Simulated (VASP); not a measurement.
# Rh (P6_3/mmc) in VASP: a series of runs

Runs on Rh. Level: r2SCAN. Tasks: single point.

Everything below comes from runs of VASP 6.6.1. Logs are shortened: lines on timing, memory, paths and dates and some standing lists are left out, and cuts for length are marked.

### Step 1. The cell of the first run

Symmetry: P6_3/mmc, No. 194, hexagonal system. Conventional cell: a = 2.812 Å, b = 2.812 Å, c = 4.175 Å, α = 90.00°, β = 90.00°, γ = 120.00°. Within 3.5 Å of Rh (site symmetry -6m2) lie 12 Rh at 2.64 to 2.81 Å.

This isn't the form of Rh at room conditions, which is fcc.

### Step 2. Single point, r2SCAN (strain +0.040 along x and y, -0.040 along z)

POSCAR reads:

```
Rh
1.0
    2.8117889124      0.0000000000      0.0000000000
   -1.4058944562      2.4350806282      0.0000000000
    0.0000000000      0.0000000000      4.1746725299
Rh
2
Direct
    0.6666666667      0.3333333333      0.7500000000
    0.3333333333      0.6666666667      0.2500000000
```

INCAR.step1 reads:

```
ALGO = Normal
EDIFF = 1E-4
ENCUT = 520
GGA = PE
ISMEAR = 0
LASPH = T
LCHARG = F
LREAL = F
LWAVE = T
NBANDS = 22
NELM = 100
PREC = Accurate
SIGMA = 0.15
```

INCAR.step2 reads:

```
ALGO = Normal
EDIFF = 1E-6
ENCUT = 520
ISIF = 2
ISMEAR = 0
ISTART = 1
LASPH = T
LCHARG = F
LMIXTAU = T
LREAL = F
LWAVE = F
METAGGA = R2SCAN
NBANDS = 22
NELM = 100
PREC = Accurate
SIGMA = 0.15
```

KPOINTS reads:

```
k-points
0
Gamma
  24 24 14
```

Potentials or basis: VASP PAW PBE potentials, release 64 (Rh_pv).

Launch:

```
$ cat potpaw_PBE.64/Rh_pv/POTCAR > POTCAR
$ cp INCAR.step1 INCAR
$ mpirun -np 1 vasp_std > vasp.out
$ cp INCAR.step2 INCAR
$ mpirun -np 1 vasp_std > vasp.out
```

OUTCAR:

```text
EDIFF = 1E-6
   ENCUT = 520
   ISIF = 2
   ISMEAR = 0
   ISTART = 1
   LASPH = T
   LREAL = F
   METAGGA = R2SCAN
   NELM = 100
   PREC = Accurate

 ion  position               nearest neighbor table
   1  0.667  0.333  0.750-   2 2.64   2 2.64   2 2.64   2 2.64   2 2.64   2 2.64
   2  0.333  0.667  0.250-   1 2.64   1 2.64   1 2.64   1 2.64   1 2.64   1 2.64

  LATTYP: Found a hexagonal cell.
 ALAT       =     2.8117889124
 C/A-ratio  =     1.4847033899

  Lattice vectors:

 A1 = (   2.8117889124,   0.0000000000,   0.0000000000)
 A2 = (  -1.4058944562,   2.4350806282,   0.0000000000)
 A3 = (   0.0000000000,   0.0000000000,   4.1746725299)

Analysis of symmetry for initial positions (statically):
=====================================================================
 Subroutine PRICEL returns:
 Original cell was already a primitive cell.

 Routine SETGRP: Setting up the symmetry group for a
 hexagonal supercell.

 Subroutine GETGRP returns: Found 24 space group operations
 (whereof 12 operations were pure point group operations)
 out of a pool of 24 trial point group operations.

The static configuration has the point symmetry D_3d.
 The point group associated with its full space group is D_6h.

Analysis of symmetry for dynamics (positions and initial velocities):
=====================================================================
 Subroutine PRICEL returns:
 Original cell was already a primitive cell.

 Routine SETGRP: Setting up the symmetry group for a
 hexagonal supercell.

 Subroutine GETGRP returns: Found 24 space group operations
 (whereof 12 operations were pure point group operations)
 out of a pool of 24 trial point group operations.

The dynamic configuration has the point symmetry D_3d.
 The point group associated with its full space group is D_6h.

 Subroutine INISYM returns: Found 24 space group operations
 (whereof 12 operations are pure point group operations),
 and found     1 'primitive' translations

----------------------------------------------------------------------------------------

                                     Primitive cell

  volume of cell :      28.5837

  direct lattice vectors                    reciprocal lattice vectors
     2.811788912  0.000000000  0.000000000     0.355645474  0.205332010  0.000000000
    -1.405894456  2.435080628  0.000000000     0.000000000  0.410664020  0.000000000
     0.000000000  0.000000000  4.174672530     0.000000000  0.000000000  0.239539747

  length of vectors
     2.811788912  2.811788912  4.174672530     0.410664020  0.410664020  0.239539747

  position of ions in fractional coordinates (direct lattice)
     0.666666667  0.333333333  0.750000000
     0.333333333  0.666666667  0.250000000

  ion indices of the primitive-cell ions
   primitive index   ion index
                 1           1
                 2           2

----------------------------------------------------------------------------------------

 KPOINTS: k-points

Automatic generation of k-mesh.
 Grid dimensions read from file:
 generate k-points for:   24   24   14

 Generating k-lattice:

  Cartesian coordinates                     Fractional coordinates (reciprocal lattice)
     0.014818561  0.008555500  0.000000000     0.041666667  0.000000000  0.000000000
     0.000000000  0.017111001  0.000000000     0.000000000  0.041666667  0.000000000
     0.000000000  0.000000000  0.017109982     0.000000000  0.000000000  0.071428571

  Length of vectors
     0.017111001  0.017111001  0.017109982

  Shift w.r.t. Gamma in fractional coordinates (k-lattice)
     0.000000000  0.000000000  0.000000000

 Subroutine IBZKPT returns following result:
 ===========================================

 Found    488 irreducible k-points:

 Following reciprocal coordinates:
            Coordinates               Weight
  0.000000  0.000000  0.000000      1.000000
  0.041667 -0.000000  0.000000      6.000000
  0.083333  0.000000  0.000000      6.000000
  0.125000  0.000000  0.000000      6.000000
  0.166667  0.000000  0.000000      6.000000
  0.208333  0.000000  0.000000      6.000000
[... 16 lines left out ...]
  0.416667  0.041667  0.000000     12.000000
  0.458333  0.041667  0.000000     12.000000
 [... further k-points ...]
   k-points           NKPTS =    488   k-points in BZ     NKDIM =    488   number of bands    NBANDS=     22
   number of dos      NEDOS =    301   number of ions     NIONS =      2
   total plane-waves  NPLWV =  18432
   dimension x,y,z NGX =    24 NGY =   24 NGZ =   32
   dimension x,y,z NGXF=    48 NGYF=   48 NGZF=   64
   ions per type =               2
   NGX,Y,Z   is equivalent  to a cutoff of  14.19, 14.19, 12.74 a.u.
   NGXF,Y,Z  is equivalent  to a cutoff of  28.38, 28.38, 25.49 a.u.
 SYSTEM =  unknown system
   PREC   = accura    normal or accurate (medium, high low for compatibility)
   ISTART =      1    job   : 0-new  1-cont  2-samecut
   ICHARG =      0    charge: 1-file 2-atom 10-const
   ISPIN  =      1    spin polarized calculation?
   LNONCOLLINEAR =      F non collinear calculations
   LSORBIT =      F    spin-orbit coupling
   LASPH  =      T    aspherical Exc in radial PAW
   ENCUT  =  520.0 eV  38.22 Ry    6.18 a.u.   5.23  5.23  7.76*2*pi/ulx,y,z
   NELM   =    100;   NELMIN=  2; NELMDL=  0     # of ELM steps
   EDIFF  = 0.1E-05   stopping-criterion for ELM
   LREAL  =      F    real-space projection
   EDIFFG = 0.1E-04   stopping-criterion for IOM
   NSW    =      0    number of steps for IOM
   IBRION =     -1    ionic relax: 0-MD 1-quasi-New 2-CG
   NFREE  =      0    steps in history (QN), initial steepest desc. (CG)
   ISIF   =      2    stress and relaxation
   ISYM   =      2    0-nonsym 1-usesym 2-fastsym
   POTIM  = 0.5000    time-step for ionic-motion
   TEBEG  =    0.0;   TEEND  =   0.0 temperature during run
   PSTRESS=    0.0 pullay stress
   NELECT =      30.0000    total number of electrons
   NUPDOWN=      -1.0000    fix difference up-down
   EMIN   =  10.00;   EMAX   =-10.00  energy-range for DOS
   EFERMI =   0.00;   METHOD = LEGACY
   ISMEAR =     0;   SIGMA  =   0.15  broadening in eV -4-tet -1-fermi 0-gaus
   EFERMI_NEDOS =   21; number of points for ismear=-14 and -15
   IALGO  =     38    algorithm
   IMIX   =      4    mixing-type and parameters
     AMIX     =   0.40;   BMIX     =  1.00
     AMIX_MAG =   1.60;   BMIX_MAG =  1.00
  volume/ion in A,a.u.               =      14.29        96.45
  Fermi-wavevector in a.u.,A,eV,Ry     =   1.663703  3.143942 37.659663  2.767907
  Thomas-Fermi vector in A             =   2.750374
   LORBIT       =      0    0 simple, 1 ext, 2 COOP (PROOUT), +10 PAW based schemes
   METAGGA = R2SCAN    functional components
   LHFCALC =     F    Hartree Fock is set to
   AEXX    =    0.0000 exact exchange contribution
   IVDW    =     0    specifies the selected vdW correction
   LEPSILON=     F    determine dielectric tensor
   LRPA    =     F    only Hartree local field effects (RPA)
 non-spin polarized calculation
 Gauss-broadening in eV      SIGMA  =   0.15
  energy-cutoff  :      520.00
  volume of cell :       28.58
 maximum number of plane-waves:       785
 NGX is ok and might be reduce to    24
   NGX = 11   NGY = 11   NGZ = 15

 number of electron      29.9999991 magnetization

 Free energy of the ion-electron system (eV)
  ---------------------------------------------------
  ext. energy  EPLUGINS =         0.00000000
  ---------------------------------------------------
  free energy    TOTEN  =       -48.09097910 eV

  energy without entropy =      -48.04950148  energy(sigma->0) =      -48.07024029

 E-fermi :  11.1584     XC(G=0): -14.9039

 val. band max:       11.1579497202   @ k =   0.1667   0.0417   0.4286
 cond. band min:      11.1596207970   @ k =   0.3750   0.1667   0.2857
 fundamental gap:      0.0016710768
 Fermi energy:        11.1584081599

 k-point     1 :       0.0000    0.0000    0.0000
  band No.  band energies     occupation
      1     -37.5013      2.00000
      2     -36.8035      2.00000
      3     -36.8035      2.00000
      4     -36.6501      2.00000
      5     -36.6440      2.00000
      6     -36.6440      2.00000
[... 14 lines left out ...]
     21      28.5379      0.00000
     22      28.5382      0.00000

 k-point     2 :       0.0417   -0.0000    0.0000
  band No.  band energies     occupation
      1     -37.4973      2.00000
      2     -36.8098      2.00000
      3     -36.8061      2.00000
      4     -36.6525      2.00000
      5     -36.6509      2.00000
      6     -36.6446      2.00000
[... 14 lines left out ...]
     21      28.5380      0.00000
     22      28.5382      0.00000

 k-point     3 :       0.0833    0.0000    0.0000
  band No.  band energies     occupation
      1     -37.4855      2.00000
      2     -36.8283      2.00000
      3     -36.8135      2.00000
      4     -36.6711      2.00000
      5     -36.6600      2.00000
      6     -36.6464      2.00000
[... 14 lines left out ...]
     21      28.5379      0.00000
     22      28.5381      0.00000

 k-point     4 :       0.1250    0.0000    0.0000
  band No.  band energies     occupation
      1     -37.4661      2.00000
      2     -36.8579      2.00000
      3     -36.8251      2.00000
      4     -36.7030      2.00000
      5     -36.6724      2.00000
      6     -36.6496      2.00000
[... 14 lines left out ...]
     21      28.5377      0.00000
     22      28.5380      0.00000

 k-point     5 :       0.1667    0.0000    0.0000
  band No.  band energies     occupation
      1     -37.4398      2.00000
      2     -36.8965      2.00000
      3     -36.8400      2.00000
      4     -36.7441      2.00000
      5     -36.6895      2.00000
      6     -36.6540      2.00000
[... 417 lines left out ...]
 k-point    22 :       0.3750    0.0417    0.0000
  band No.  band energies     occupation
      1     -37.2236      2.00000
      2     -37.1401      2.00000
      3     -36.9912      2.00000
      4     -36.9272      2.00000
      5     -36.8476      2.00000
      6     -36.6906      2.00000
[... 14 lines left out ...]
     21      24.1778      0.00000
     22      27.1229      0.00000

 k-point    23 :       0.4167    0.0417    0.0000
  band No.  band energies     occupation
      1     -37.1905      2.00000
      2     -37.1650      2.00000
      3     -37.0125      2.00000
      4     -36.9374      2.00000
      5     -36.8750      2.00000
      6     -36.6943      2.00000
[... 14 lines left out ...]
     21      23.6876      0.00000
     22      26.6550      0.00000

 k-point    24 :       0.4583    0.0417    0.0000
  band No.  band energies     occupation
      1     -37.1780      2.00000
      2     -37.1708      2.00000
      3     -37.0237      2.00000
      4     -36.9425      2.00000
      5     -36.8917      2.00000
      6     -36.6963      2.00000
[... 14 lines left out ...]
     21      23.4288      0.00000
     22      26.3455      0.00000

 [... further k-points ...]

------------------------ aborting loop because EDIFF is reached ----------------------------------------

  FORCE on cell =-STRESS in cart. coord.  units (eV):
  Direction    XX          YY          ZZ          XY          YZ          ZX
  --------------------------------------------------------------------------------------
  -------------------------------------------------------------------------------------
  Total       -2.1264979     -2.1264979      0.9485525      0.0000000     -0.0000000     -0.0000000
  in kB     -119.1947332   -119.1947332     53.1683872      0.0000000     -0.0000000     -0.0000000
  external PRESSURE =     -61.7403597 kB  Pullay stress =       0.0000000 kB

 VOLUME and BASIS-vectors are now :
 -----------------------------------------------------------------------------
  energy-cutoff  :      520.00
  volume of cell :       28.58
      direct lattice vectors                 reciprocal lattice vectors
     2.811788912  0.000000000  0.000000000     0.355645474  0.205332010  0.000000000
    -1.405894456  2.435080628  0.000000000     0.000000000  0.410664020  0.000000000
     0.000000000  0.000000000  4.174672530     0.000000000  0.000000000  0.239539747

 POSITION                                       TOTAL-FORCE (eV/Angst)
 -----------------------------------------------------------------------------------
      1.40589      0.81169      3.13100        -0.000000      0.000000      0.000000
     -0.00000      1.62339      1.04367         0.000000     -0.000000      0.000000
 -----------------------------------------------------------------------------------
    total drift:                               -0.000000      0.000000     -0.000000

  FREE ENERGIE OF THE ION-ELECTRON SYSTEM (eV)
  ---------------------------------------------------
  free  energy   TOTEN  =       -48.0909790987 eV

  energy  without entropy=      -48.0495014832  energy(sigma->0) =      -48.07024029
```

It took 6.3 min on 1 thread of Intel Xeon 6975P-C (Granite Rapids), shared host; peak memory 0.34 GiB.

What came out:

```
Free energy            : -48.0910 eV
Pressure               : -6.2 GPa
Band gap on the k mesh : zero (bands 15 and 16 overlap by 1.98 eV)
```

Caveat: the cell differs from its parent crystal (strain +0.040 along x and y, -0.040 along z); the stress differs along the axes, from -12 to 5 GPa; the PAW data sets were made with another functional, which shifts forces and pressure a little.

### Step 3. Single point, r2SCAN (strain +0.000 along x and y, +0.040 along z)

POSCAR reads:

```
Rh
1.0
    2.7036431850      0.0000000000      0.0000000000
   -1.3518215925      2.3414236809      0.0000000000
    0.0000000000      0.0000000000      4.5225619073
Rh
2
Direct
    0.6666666667      0.3333333333      0.7500000000
    0.3333333333      0.6666666667      0.2500000000
```

INCAR.step1 reads:

```
SYSTEM = Rh
PREC = Accurate
ENCUT = 520
ISMEAR = 0
SIGMA = 0.15
LREAL = .False.
LASPH = .True.
NELM = 60
NBANDS = 22
GGA = PE
ALGO = Normal
EDIFF = 1E-4
LWAVE = .True.
LCHARG = .False.
```

INCAR.step2 reads:

```
SYSTEM = Rh
PREC = Accurate
ENCUT = 520
EDIFF = 1E-6
ISMEAR = 0
SIGMA = 0.15
LREAL = .False.
LASPH = .True.
NELM = 60
ALGO = Normal
ISIF = 2
LWAVE = .False.
LCHARG = .False.
METAGGA = R2SCAN
LMIXTAU = .True.
NBANDS = 22
ISTART = 1
```

KPOINTS reads:

```
Automatic mesh
0
Gamma
  24 24 14
  0 0 0
```

Potentials or basis: VASP PAW PBE potentials, release 64 (Rh_pv).

Launch:

```
$ cat potpaw_PBE.64/Rh_pv/POTCAR > POTCAR
$ cp INCAR.step1 INCAR
$ mpirun -np 1 vasp_std > vasp.out
$ cp INCAR.step2 INCAR
$ mpirun -np 1 vasp_std > vasp.out
```

It took 7.4 min on 1 thread of Intel Xeon 6975P-C (Granite Rapids), shared host; peak memory 0.33 GiB.

The run converged. Its results:

```
Free energy            : -48.1554 eV
Pressure               : -8.6 GPa
Band gap on the k mesh : zero (bands 15 and 16 overlap by 2.45 eV)
```

Stress tensor (GPa, compression positive):
```
 -5.82   0.00   0.00
  0.00  -5.82   0.00
  0.00   0.00 -14.18
```

Levels at points of the mesh, in eV from the Fermi level:
```csv
k point,band 13,band 14,band 15,band 16,band 17,band 18
"(0.00, 0.00, 0.00)",-2.48,-1.63,-1.63,0.16,0.16,0.63
"(0.50, 0.00, 0.00)",-1.90,0.51,0.59,0.83,3.19,5.35
"(0.00, 0.00, 0.50)",-2.98,-2.98,-0.40,-0.40,-0.40,-0.40
"(0.50, 0.00, 0.50)",-0.22,-0.22,0.73,0.73,2.87,2.87
```

Caveat: the cell differs from its parent crystal (strain +0.000 along x and y, +0.040 along z); the stress differs along the axes, from -14 to -6 GPa; the PAW data sets were made with another functional, which shifts forces and pressure a little.

### Step 4. Single point, r2SCAN (strain -0.040 along x and y, -0.040 along z)

POSCAR reads:

```
Rh
1.0
    2.5954974576      0.0000000000      0.0000000000
   -1.2977487288      2.2477667337      0.0000000000
    0.0000000000      0.0000000000      4.1746725299
Rh
2
Direct
    0.6666666667      0.3333333333      0.7500000000
    0.3333333333      0.6666666667      0.2500000000
```

INCAR.step1 reads:

```
SYSTEM = Rh
PREC = Accurate
ENCUT = 520
ISMEAR = 0
SIGMA = 0.15
LREAL = .FALSE.
LASPH = .TRUE.
NELM = 60
NBANDS = 22
GGA = PE
ALGO = Normal
EDIFF = 1E-4
LWAVE = .TRUE.
LCHARG = .FALSE.
```

INCAR.step2 reads:

```
SYSTEM = Rh
PREC = Accurate
ENCUT = 520
EDIFF = 1E-6
ISMEAR = 0
SIGMA = 0.15
LREAL = .FALSE.
LASPH = .TRUE.
NELM = 60
ALGO = Normal
ISIF = 2
LWAVE = .FALSE.
LCHARG = .FALSE.
METAGGA = R2SCAN
LMIXTAU = .TRUE.
NBANDS = 22
ISTART = 1
```

KPOINTS reads:

```
regular mesh
0
G
  24 24 14
  0 0 0
```

Launch:

```
$ cat potpaw_PBE.64/Rh_pv/POTCAR > POTCAR
$ cp INCAR.step1 INCAR
$ mpirun -np 1 vasp_std > vasp.out
$ cp INCAR.step2 INCAR
$ mpirun -np 1 vasp_std > vasp.out
```

Run time: 7.8 min. Hardware: 1 thread of Oxide Virtual Turin-like, shared host; peak memory 0.27 GiB.

Results (log left out):

```yaml
Free_energy: -47.7541 eV
Pressure: 49.1 GPa
Band_gap_on_the_k_mesh: zero (bands 15 and 16 overlap by 3.03 eV)
```

Stress tensor (GPa, compression positive):
```
48.18  0.00  0.00
 0.00 48.18  0.00
 0.00  0.00 50.92
```

Levels at points of the mesh, in eV from the Fermi level:
```
           k point  band 12  band 13  band 14  band 15  band 16  band 17  band 18  band 19
(0.00, 0.00, 0.00)    -3.16    -3.16    -2.47    -2.47     0.15     0.15     0.83    10.51
(0.50, 0.00, 0.00)    -2.76    -2.63     0.51     0.82     0.91     3.64     6.15    11.92
(0.00, 0.00, 0.50)    -3.98    -3.89    -3.89    -0.55    -0.55    -0.55    -0.55    15.83
(0.50, 0.00, 0.50)    -2.16    -0.41    -0.41     0.75     0.75     3.11     3.11    11.14
```

Caveat: the cell differs from its parent crystal (strain -0.040 along x and y, -0.040 along z); the cell stands under pressure; the PAW data sets were made with another functional, which shifts forces and pressure a little.

[end of part 1 of 2]
